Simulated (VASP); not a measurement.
Al5GaN6, 12 atoms in the cell. It takes space group P-3m1 (No. 164, trigonal). The conventional cell has a = 3.342 Å, b = 3.342 Å, c = 16.372 Å, α = 90.00°, β = 90.00°, γ = 120.00°. Within 3.1 Å of Al (site symmetry 3m) lie 6 N at 2.36 Å. Within 3.1 Å of Al (site symmetry 3m) lie 6 N at 2.36 Å. Within 3.1 Å of Al (site symmetry -3m) lie 6 N at 2.36 Å. Ga (site symmetry -3m) has 6 N at 2.36 Å within 3.1 Å. N (site symmetry 3m) has 6 Al at 2.36 Å within 3.1 Å. Within 3.1 Å of N (site symmetry 3m) lie 6 Al at 2.36 Å. N (site symmetry 3m) has 3 Ga at 2.36 Å and 3 Al at 2.36 Å within 3.1 Å. 

| Property | Result |
| --- | --- |
| Program | VASP 6.6.1 |
| Task | relaxation of cell and atoms |
| Functional | PBE |
| Potentials or basis | VASP PAW PBE potentials, release 64 (Al, Ga_d, N) |
| Cutoff | 600 eV |
| k mesh | 6 × 6 × 1 |
| Occupations | gaussian, width 0.1 eV |
| Spin | no spin polarisation |
| Dipole correction | no |
| Further INCAR settings | ALGO = Normal; EDIFF = 1e-06; IBRION = 2; EDIFFG = -0.04; NSW = 90; ISIF = 3 |

Potentials or basis: VASP PAW PBE potentials, release 64 (Al, Ga_d, N).

Command:

```bash
$ cat potpaw_PBE.64/Al/POTCAR potpaw_PBE.64/Ga_d/POTCAR potpaw_PBE.64/N/POTCAR > POTCAR
$ mpirun -np 1 vasp_std > vasp.out
```

Hardware: 1 thread of Intel Xeon 8259CL, with other jobs on the host.

Estimate the wall time of this run.

Wall time 18 min on 1 thread of Intel Xeon 8259CL, on a shared host, peak memory 0.37 GiB. Counts: scf iterations 115, k points 7, ion steps 11.
